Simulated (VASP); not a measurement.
# LiTi2P3 (P3m1) in VASP: single point with r2SCAN+rVV10

Aim: the single point of LiTi2P3 with r2SCAN+rVV10.

Everything below comes from runs of VASP 6.6.1. Logs are shortened: lines on timing, memory, paths and dates and some standing lists are left out, and cuts for length are marked.

### 1 The cell of the first run

The typed cell holds 6 atoms: a = 3.514 Å, b = 3.514 Å, c = 9.133 Å, α = 90.00°, β = 90.00°, γ = 120.00°.

### 2 Single point, r2SCAN+rVV10

File POSCAR:

```
LiTi2P3
1.0
    3.5136599622     -0.0000000026      0.0000000000
   -1.7568299789      3.0429187888      0.0000000000
    0.0000000000      0.0000000000      9.1327248671
Li Ti P
1 2 3
Direct
    0.3333333333      0.6666666667      0.5417080660
    0.0000000000      0.0000000000      0.8784307328
    0.6666666667      0.3333333333      0.2048932703
    0.0000000000      0.0000000000      0.3561580055
    0.6666666667      0.3333333333      0.7271630192
    0.3333333333      0.6666666667      1.0416469061
```

File INCAR.step1:

```
SYSTEM = LiTi2P3
PREC = Accurate
ENCUT = 520
ISMEAR = -1
SIGMA = 0.03
LREAL = .FALSE.
LASPH = .TRUE.
NELM = 100
NBANDS = 30
GGA = PE
ALGO = Normal
EDIFF = 1E-4
LWAVE = .TRUE.
LCHARG = .FALSE.
```

File INCAR.step2:

```
SYSTEM = LiTi2P3
PREC = Accurate
ENCUT = 520
EDIFF = 1E-7
ISMEAR = -1
SIGMA = 0.03
LREAL = .FALSE.
LASPH = .TRUE.
NELM = 100
ALGO = Normal
ISIF = 2
LWAVE = .FALSE.
LCHARG = .FALSE.
METAGGA = R2SCAN
LMIXTAU = .TRUE.
LUSE_VDW = .TRUE.
IVDW_NL = 2
BPARAM = 11.95
CPARAM = 0.0093
NBANDS = 30
ISTART = 1
```

File KPOINTS:

```
Automatic mesh
0
G
  12 12 2
  0 0 0
```

Potentials or basis: VASP PAW PBE potentials, release 64 (Li_sv, Ti_sv, P).

Launch:

```
> cat potpaw_PBE.64/Li_sv/POTCAR potpaw_PBE.64/Ti_sv/POTCAR potpaw_PBE.64/P/POTCAR > POTCAR
> cp INCAR.step1 INCAR
> mpirun -np 1 vasp_std > vasp.out
> cp INCAR.step2 INCAR
> mpirun -np 1 vasp_std > vasp.out
```

OUTCAR:

```text
SYSTEM = LiTi2P3
   PREC = Accurate
   ENCUT = 520
   EDIFF = 1E-7
   ISMEAR = -1
   LREAL = .FALSE.
   LASPH = .TRUE.
   NELM = 100
   ISIF = 2
   METAGGA = R2SCAN
   IVDW_NL = 2
   BPARAM = 11.95
   ISTART = 1

 ion  position               nearest neighbor table
   1  0.333  0.667  0.542-   5 2.64   5 2.64   5 2.64   4 2.64   4 2.64   4 2.64
   2  0.000  0.000  0.878-   5 2.45   5 2.45   5 2.45   6 2.52   6 2.52   6 2.52
   3  0.667  0.333  0.205-   4 2.45   4 2.45   4 2.45   6 2.52   6 2.52   6 2.52
   4  0.000  0.000  0.356-   3 2.45   3 2.45   3 2.45   1 2.64   1 2.64   1 2.64
   5  0.667  0.333  0.727-   2 2.45   2 2.45   2 2.45   1 2.64   1 2.64   1 2.64
   6  0.333  0.667  0.042-   2 2.52   2 2.52   2 2.52   3 2.52   3 2.52   3 2.52

  LATTYP: Found a hexagonal cell.
 ALAT       =     3.5136599622
 C/A-ratio  =     2.5992056617

  Lattice vectors:

 A1 = (   3.5136599622,  -0.0000000026,   0.0000000000)
 A2 = (  -1.7568299789,   3.0429187888,   0.0000000000)
 A3 = (   0.0000000000,   0.0000000000,   9.1327248671)

Analysis of symmetry for initial positions (statically):
=====================================================================
 Subroutine PRICEL returns:
 Original cell was already a primitive cell.

 Routine SETGRP: Setting up the symmetry group for a
 hexagonal supercell.

 Subroutine GETGRP returns: Found  6 space group operations
 (whereof  6 operations were pure point group operations)
 out of a pool of 24 trial point group operations.

The static configuration has the point symmetry C_3v.

Analysis of symmetry for dynamics (positions and initial velocities):
=====================================================================
 Subroutine PRICEL returns:
 Original cell was already a primitive cell.

 Routine SETGRP: Setting up the symmetry group for a
 hexagonal supercell.

 Subroutine GETGRP returns: Found  6 space group operations
 (whereof  6 operations were pure point group operations)
 out of a pool of 24 trial point group operations.

The dynamic configuration has the point symmetry C_3v.

 Subroutine INISYM returns: Found  6 space group operations
 (whereof  6 operations are pure point group operations),
 and found     1 'primitive' translations

----------------------------------------------------------------------------------------

                                     Primitive cell

  volume of cell :      97.6451
[... 94 lines left out ...]
   LASPH  =      T    aspherical Exc in radial PAW
   ENCUT  =  520.0 eV  38.22 Ry    6.18 a.u.   6.53  6.53 16.98*2*pi/ulx,y,z
   NELM   =    100;   NELMIN=  2; NELMDL=  0     # of ELM steps
   EDIFF  = 0.1E-06   stopping-criterion for ELM
   LREAL  =      F    real-space projection
   EDIFFG = 0.1E-05   stopping-criterion for IOM
   NSW    =      0    number of steps for IOM
   IBRION =     -1    ionic relax: 0-MD 1-quasi-New 2-CG
   NFREE  =      0    steps in history (QN), initial steepest desc. (CG)
   ISIF   =      2    stress and relaxation
   ISYM   =      2    0-nonsym 1-usesym 2-fastsym
   POTIM  = 0.5000    time-step for ionic-motion
   TEBEG  =    0.0;   TEEND  =   0.0 temperature during run
   PSTRESS=    0.0 pullay stress
   NELECT =      42.0000    total number of electrons
   NUPDOWN=      -1.0000    fix difference up-down
   EMIN   =  10.00;   EMAX   =-10.00  energy-range for DOS
   EFERMI =   0.00;   METHOD = LEGACY
   ISMEAR =    -1;   SIGMA  =   0.03  broadening in eV -4-tet -1-fermi 0-gaus
   EFERMI_NEDOS =   21; number of points for ismear=-14 and -15
   IALGO  =     38    algorithm
   IMIX   =      4    mixing-type and parameters
     AMIX     =   0.40;   BMIX     =  1.00
     AMIX_MAG =   1.60;   BMIX_MAG =  1.00
  volume/ion in A,a.u.               =      16.27       109.82
  Fermi-wavevector in a.u.,A,eV,Ry     =   1.235780  2.335285 20.778162  1.527152
  Thomas-Fermi vector in A             =   2.370415
   LORBIT       =      0    0 simple, 1 ext, 2 COOP (PROOUT), +10 PAW based schemes
   METAGGA = R2SCAN    functional components
   LHFCALC =     F    Hartree Fock is set to
   AEXX    =    0.0000 exact exchange contribution
   IVDW_NL    =     2    kernel type
   BPARAM     =11.9500
   IVDW    =     0    specifies the selected vdW correction
   LEPSILON=     F    determine dielectric tensor
   LRPA    =     F    only Hartree local field effects (RPA)
 non-spin polarized calculation
  energy-cutoff  :      520.00
  volume of cell :       97.65
 maximum number of plane-waves:      2685
 NGX is ok and might be reduce to    28
   NGX = 13   NGY = 13   NGZ = 33

 number of electron      41.9999999 magnetization

 Free energy of the ion-electron system (eV)
  ---------------------------------------------------
  ext. energy  EPLUGINS =         0.00000000
  ---------------------------------------------------
  free energy    TOTEN  =       -60.21845169 eV

  energy without entropy =      -60.21589972  energy(sigma->0) =      -60.21717571

 E-fermi :   6.7689     XC(G=0): -11.1207

 val. band max:        6.7291709894   @ k =   0.0833   0.0000   0.0000
 cond. band min:       6.8325105739   @ k =   0.3333   0.0000   0.0000
 fundamental gap:      0.1033395846
 Fermi energy:         6.7688744042

 k-point     1 :       0.0000    0.0000    0.0000
  band No.  band energies     occupation
      1     -52.8941      2.00000
      2     -52.8894      2.00000
      3     -40.5470      2.00000
      4     -28.1525      2.00000
      5     -28.0971      2.00000
      6     -28.0755      2.00000
[... 781 lines left out ...]
     29      10.1480      0.00000
     30      10.9144      0.00000

 [... further k-points ...]
[... 5 lines left out ...]
  --------------------------------------------------------------------------------------
  -------------------------------------------------------------------------------------
  Total        0.0036420      0.0036420     -0.0667144     -0.0000000      0.0000000     -0.0000000
  in kB        0.0597579      0.0597579     -1.0946618     -0.0000000      0.0000000     -0.0000000
  external PRESSURE =      -0.3250487 kB  Pullay stress =       0.0000000 kB

 VOLUME and BASIS-vectors are now :
 -----------------------------------------------------------------------------
  energy-cutoff  :      520.00
  volume of cell :       97.65
      direct lattice vectors                 reciprocal lattice vectors
     3.513659962 -0.000000003  0.000000000     0.284603522  0.164315920  0.000000000
    -1.756829979  3.042918789  0.000000000     0.000000000  0.328631840  0.000000000
     0.000000000  0.000000000  9.132724867     0.000000000  0.000000000  0.109496346

 POSITION                                       TOTAL-FORCE (eV/Angst)
 -----------------------------------------------------------------------------------
      0.00000      2.02861      4.94727        -0.000000      0.000000     -0.052563
      0.00000      0.00000      8.02247         0.000000     -0.000000     -0.006129
      1.75683      1.01431      1.87123         0.000000     -0.000000      0.027254
      0.00000      0.00000      3.25269         0.000000     -0.000000      0.037487
      1.75683      1.01431      6.64098         0.000000     -0.000000     -0.017938
      0.00000      2.02861      0.38035         0.000000     -0.000000      0.011889
 -----------------------------------------------------------------------------------
    total drift:                                0.000002     -0.000001     -0.061634

  FREE ENERGIE OF THE ION-ELECTRON SYSTEM (eV)
  ---------------------------------------------------
  free  energy   TOTEN  =       -60.2184516889 eV

  energy  without entropy=      -60.2158997237  energy(sigma->0) =      -60.21717571
```

OSZICAR.step1:

```text
N       E                     dE             d eps       ncg     rms          rms(c)
DAV:   1     0.440926397962E+03    0.44093E+03   -0.20030E+04  2280   0.150E+03
DAV:   2     0.135320685198E+02   -0.42739E+03   -0.41418E+03  2298   0.446E+02
DAV:   3    -0.399907357672E+02   -0.53523E+02   -0.52134E+02  3622   0.130E+02
DAV:   4    -0.455841266626E+02   -0.55934E+01   -0.55616E+01  3496   0.374E+01
DAV:   5    -0.459111819586E+02   -0.32706E+00   -0.32697E+00  3350   0.791E+00    0.187E+01
DAV:   6    -0.410844476886E+02    0.48267E+01   -0.59548E+01  2994   0.511E+01    0.131E+01
DAV:   7    -0.392106999146E+02    0.18737E+01   -0.27079E+01  3060   0.333E+01    0.724E+00
DAV:   8    -0.388262872116E+02    0.38441E+00   -0.19784E+00  2916   0.938E+00    0.238E+00
DAV:   9    -0.388810995910E+02   -0.54812E-01   -0.50354E-01  3340   0.384E+00    0.188E+00
DAV:  10    -0.388394544256E+02    0.41645E-01   -0.24035E-01  3050   0.361E+00    0.453E-01
DAV:  11    -0.388405708892E+02   -0.11165E-02   -0.16224E-02  3034   0.117E+00    0.250E-01
DAV:  12    -0.388402606192E+02    0.31027E-03   -0.55737E-03  3236   0.686E-01    0.156E-01
DAV:  13    -0.388401841385E+02    0.76481E-04   -0.98124E-04  2862   0.294E-01
   1 F= -.38840184E+02 E0= -.38838174E+02  d E =-.402088E-02
```

It took 14 min on 1 thread of Intel Xeon Platinum 8259CL at 2.50GHz (Skylake/Cascade Lake), shared host; peak memory 0.49 GiB.

Results:

```
Free energy            : -60.2185 eV
Largest force          : 0.053 eV/Å
Band gap on the k mesh : zero (bands 21 and 22 overlap by 0.96 eV)
```

Forces in eV/Å, atoms in the order of the input:
```
Li   0.000  0.000 -0.053
Ti   0.000  0.000 -0.006
Ti   0.000  0.000  0.027
P    0.000  0.000  0.037
P    0.000  0.000 -0.018
P    0.000  0.000  0.012
```

Levels at points of the mesh, in eV from the Fermi level:
```csv
k point,band 19,band 20,band 21,band 22,band 23,band 24
"(0.00, 0.00, 0.00)",0.27,0.27,0.54,0.70,1.07,1.07
"(0.50, 0.00, 0.00)",-1.47,-1.42,-0.94,-0.33,1.04,1.75
"(0.00, 0.00, 0.50)",-0.89,0.27,0.27,1.09,1.09,1.18
"(0.50, 0.00, 0.50)",-1.61,-1.35,-0.69,-0.08,0.82,1.76
```

Caveat: the cutoff is under 1.25 times the usual one of these potentials, so pressure, stress and relaxed cells hold a basis-set (Pulay) error; the PAW data sets were made with another functional, which shifts forces and pressure a little.
